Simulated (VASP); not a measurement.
# Dy5C (Immm) in VASP: a series of runs, part 2 of 2

VASP 6.6.1. The steps go on from the part before.

## 3. Single point, PBE

File INCAR:

```
PREC = Accurate ; ENCUT = 600
EDIFF = 1E-6 ; ISMEAR = 0
SIGMA = 0.1 ; LREAL = False
LASPH = True ; NELM = 200
ALGO = Normal ; ISIF = 2
LWAVE = False ; LCHARG = False
GGA = PE ; NBANDS = 34
GGA_COMPAT = False ; LMAXMIX = 6
```

File KPOINTS:

```
Automatic mesh
0
Gamma
  4 4 4
```

File POSCAR:

```
Dy5C
1.0
   -2.5089866754      4.0530776083      4.1945411913
    2.5089866754     -4.0530776083      4.1945411913
    2.5089866754      4.0530776083     -4.1945411913
Dy C
5 1
Direct
    0.7083586084      0.0000000000      0.7083586084
    0.2916413916      0.0000000000      0.2916413916
    0.7135023184      0.7135023184      0.0000000000
    0.2864976816      0.2864976816      0.0000000000
    0.0000000000      0.5000000000      0.5000000000
    0.0000000000      0.0000000000      0.0000000000
```

Potentials or basis: VASP PAW PBE potentials, release 64 (Dy_3, C), 4f in core.

The run is started by

```bash
> cat potpaw_PBE.64/Dy_3/POTCAR potpaw_PBE.64/C/POTCAR > POTCAR
> mpirun -np 1 vasp_std > vasp.out
```

Run time: 94 s. Hardware: 1 thread of Intel Xeon 6975P-C (Granite Rapids), shared host; peak memory 0.41 GiB.

The run converged. Its results:

```
Free energy            : -31.7399 eV
Pressure               : 0.6 GPa
Largest force          : 0.018 eV/Å
Band gap on the k mesh : zero (an odd number of electrons rules out a gap without spin polarisation)
```

Forces in eV/Å, atoms in the order of the input:
```
Dy   0.000  0.008  0.000
Dy   0.000 -0.008  0.000
Dy   0.000  0.000  0.018
Dy   0.000  0.000 -0.018
Dy   0.000  0.000  0.000
C    0.000  0.000  0.000
```

Stress tensor (GPa, compression positive):
```
0.66 0.00 0.00
0.00 0.75 0.00
0.00 0.00 0.30
```

Levels at points of the mesh, in eV from the Fermi level:
```tsv
k point	band 22	band 23	band 24	band 25	band 26	band 27
(0.00, 0.00, 0.00)	-0.28	-0.26	-0.19	0.00	0.13	0.16
(0.50, 0.00, 0.00)	-0.78	-0.71	-0.66	-0.19	0.38	0.64
(0.00, 0.50, 0.00)	-0.90	-0.59	0.09	0.26	0.67	0.73
(0.50, 0.50, 0.00)	-0.95	-0.64	0.02	0.37	0.58	0.68
(0.50, 0.50, 0.50)	-1.39	-1.25	-0.07	0.28	0.44	0.69
```

Caveat: the k points lie up to 0.36 Å⁻¹ apart, too coarse for converged energies and pressures of a metal; spin-orbit coupling is left out, which moves the levels of the heavy elements; the 4f electrons are frozen in the core, so they carry no moment and show no levels. Spin polarisation is off, so any magnetic state and its effect on volume and gap are missing.

## 4. Single point, PBE

This run uses another cell than the first one, of 31.16 Å³/atom.

File INCAR:

```
ALGO = Normal ; EDIFF = 1E-6
ENCUT = 600 ; GGA = PE
GGA_COMPAT = F ; ISIF = 2
ISMEAR = 0 ; LASPH = T
LCHARG = T ; LELF = T
LMAXMIX = 6 ; LREAL = F
LVHAR = T ; LWAVE = F
NBANDS = 34 ; NELM = 200
PREC = Accurate ; SIGMA = 0.2
```

File KPOINTS:

```
k-points
0
Gamma
  4 4 4
```

File POSCAR:

```
Dy5C
1.0
   -3.2609037680      2.4719958829      5.7985891081
    3.2609037680     -2.4719958829      5.7985891081
    3.2609037680      2.4719958829     -5.7985891081
Dy C
5 1
Direct
    0.6482795090      0.3994111378      0.7511316288
    0.3517204910      0.6005888622      0.2488683712
    0.6482795090      0.8971478801      0.2488683712
    0.3517204910      0.1028521199      0.7511316288
    0.0000000000      0.0000000000      0.0000000000
    0.5000000000      0.0000000000      0.5000000000
```

Potentials or basis: VASP PAW PBE potentials, release 64 (Dy_3, C), 4f in core.

The run is started by

```bash
> cat potpaw_PBE.64/Dy_3/POTCAR potpaw_PBE.64/C/POTCAR > POTCAR
> mpirun -np 1 vasp_std > vasp.out
```

OUTCAR:

```text
EDIFF = 1E-6
   ENCUT = 600
   GGA = PE
   ISIF = 2
   ISMEAR = 0
   LASPH = T
   LREAL = F
   NELM = 200
   PREC = Accurate

 ion  position               nearest neighbor table
   1  0.648  0.399  0.751-   6 2.37   3 3.25   3 3.28   2 3.42   2 3.42   5 3.43   5 3.43   4 3.44

   2  0.352  0.601  0.249-   6 2.37   4 3.25   4 3.28   1 3.42   1 3.42   5 3.43   5 3.43   3 3.44

   3  0.648  0.897  0.249-   6 2.37   1 3.25   1 3.28   4 3.42   4 3.42   5 3.43   5 3.43   2 3.44
[... 872 lines left out ...]
  -------------------------------------------------------------------------------------
  Total        0.9218841      0.4793239      0.9383183      0.0000000      0.0000000      0.0000000
  in kB        7.8998500      4.1074439      8.0406785      0.0000000      0.0000000      0.0000000
  external PRESSURE =       6.6826575 kB  Pullay stress =       0.0000000 kB

 VOLUME and BASIS-vectors are now :
 -----------------------------------------------------------------------------
  energy-cutoff  :      600.00
  volume of cell :      186.97
      direct lattice vectors                 reciprocal lattice vectors
    -3.260903768  2.471995883  5.798589108     0.000000000  0.202265709  0.086227872
     3.260903768 -2.471995883  5.798589108     0.153331725  0.000000000  0.086227872
     3.260903768  2.471995883 -5.798589108     0.153331725  0.202265709  0.000000000

 POSITION                                       TOTAL-FORCE (eV/Angst)
 -----------------------------------------------------------------------------------
      1.63783      2.47200      1.71962         0.030261     -0.000000      0.023771
      1.62307      0.00000      4.07897        -0.030261      0.000000     -0.023771
      1.62307      0.00000      7.51821        -0.030261      0.000000      0.023771
      1.63783      2.47200     -1.71962         0.030261      0.000000     -0.023771
      0.00000      0.00000      0.00000         0.000000     -0.000000      0.000000
      0.00000      2.47200      0.00000         0.000000     -0.000000      0.000000
 -----------------------------------------------------------------------------------
    total drift:                               -0.000000     -0.000000      0.000000

  FREE ENERGIE OF THE ION-ELECTRON SYSTEM (eV)
  ---------------------------------------------------
  free  energy   TOTEN  =       -29.9308894521 eV

  energy  without entropy=      -29.7601045621  energy(sigma->0) =      -29.84549701
```

It took 99 s on 1 thread of Intel Xeon 6975P-C (Granite Rapids), shared host; peak memory 0.51 GiB.

Results:

* Free energy: -29.9309 eV
* Pressure: 0.7 GPa
* Largest force: 0.038 eV/Å
* Band gap on the k mesh: zero (an odd number of electrons rules out a gap without spin polarisation)

Forces in eV/Å, atoms in the order of the input:
```
Dy   0.030  0.000  0.024
Dy  -0.030  0.000 -0.024
Dy  -0.030  0.000  0.024
Dy   0.030  0.000 -0.024
Dy   0.000  0.000  0.000
C    0.000  0.000  0.000
```

Stress tensor (GPa, compression positive):
```
0.79 0.00 0.00
0.00 0.41 0.00
0.00 0.00 0.80
```

Caveat: spin-orbit coupling is left out, which moves the levels of the heavy elements; the 4f electrons are frozen in the core, so they carry no moment and show no levels.

## 5. Summary

| cell | smearing | gap on the mesh (eV) | pressure (GPa) | largest force (eV/Å) |
| --- | --- | --- | --- | --- |
| a = 6.350 Å, angles 100.7, 97.3, 133.4°, 6 atoms, atomic positions A | gaussian 0.2 eV | none | 0.7 | 0.02 |
| a = 6.350 Å, angles 133.4, 100.7, 97.3°, 6 atoms, atomic positions B | gaussian 0.1 eV | none | 0.6 | 0.02 |
| a = 7.097 Å, angles 125.3, 139.2, 70.4°, 6 atoms, atomic positions C | gaussian 0.2 eV | none | 0.7 | 0.04 |

Alike in all rows: task single point; level PBE; potentials or basis VASP PAW PBE potentials, release 64 (Dy_3, C), 4f in core; no spin polarisation; k mesh 4 × 4 × 4; cutoff (eV) 600.

Caveats: some runs use coarse meshes; spin-orbit coupling is left out, which moves the levels of the heavy elements; the 4f electrons are frozen in the core, so they carry no moment and show no levels.

Total energies depend on the potentials used, so only differences within one code and one set of settings carry meaning.
